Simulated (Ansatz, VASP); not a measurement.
Ti3Al in VASP and in Ansatz

```
Ti Al
1.0
     2.89578    0.00000    0.00000
    -1.44789    2.50782    0.00000
     0.00000    0.00000    9.13935
Ti Al
3 1
Direct
  0.66667 0.33333 0.00000
  0.33333 0.66667 0.75118
  0.33333 0.66667 0.24882
  0.65171 0.30343 0.50000
```

Change from the starting cell: all Al atoms moved -0.075 Å, as atom 4 along Cartesian [0 1 0].

Alike in both runs: task single point; functional PBEsol; k mesh 18 × 18 × 6; occupations gaussian, width 0.15 eV; no spin polarisation.

|  | VASP | Ansatz |
| --- | --- | --- |
| version | VASP 6.6.1 | Ansatz 0.2.0 |
| potentials or method | VASP PAW PBE potentials, release 64 (Ti_sv, Al), cutoff 520 eV | scalar-relativistic, plane waves, PAW |
| valence electrons in the cell | 39 | 39 |

VASP gave:

```
gap on the k mesh at the Fermi level (eV)                     : none
pressure (GPa)                                                : -0.1
traceless stress, the component that is largest in VASP (GPa) : -0.56
rms of the force components (eV/Å)                            : 0.063
```

Task: What did Ansatz give for the same quantities?

Result: gap on the k mesh at the Fermi level (eV): none; pressure (GPa): 0.0; traceless stress, the component that is largest in VASP (GPa): -0.54; rms of the force components (eV/Å): 0.063.

VASP's potentials were made for PBE, not for PBEsol. Atom by atom the forces differ by 0.005 eV/Å (rms over components). A gap of «none» marks a metal or a gap that the smearing closes. The functional is the same, so the differences come from potentials, cutoffs and numerics.
